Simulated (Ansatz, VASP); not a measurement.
# One calculation of AlP, two programs

```
Al P
1.0
     3.89428    0.00000    0.00000
     0.00000    5.50734    0.00000
     0.00000    0.00000    3.89428
Al P
2 2
Cartesian
  0.0000 0.0000 0.0000
  1.9471 2.7537 1.9471
  0.0000 1.3768 1.9471
  1.9471 4.1305 0.0000
```

Alike in both runs: task single point; functional PBE; k mesh 8 × 6 × 8; occupations gaussian, width 0.02 eV; non-collinear spin, spin-orbit coupling.

|  | VASP | Ansatz |
| --- | --- | --- |
| version | VASP 6.6.1 | Ansatz 0.2.0 |
| potentials or method | VASP PAW PBE potentials, release 64 (Al, P), cutoff 500 eV | plane waves, PAW |
| valence electrons in the cell | 16 | 16 |

VASP gave:

```
pressure (GPa)           : -0.1
net moment per atom (μB) : 0.00
```

Estimate Ansatz's values.

pressure (GPa): 0.0; net moment per atom (μB): 0.00.

With one functional, cell and mesh, what is left measures potentials, basis and numerics.
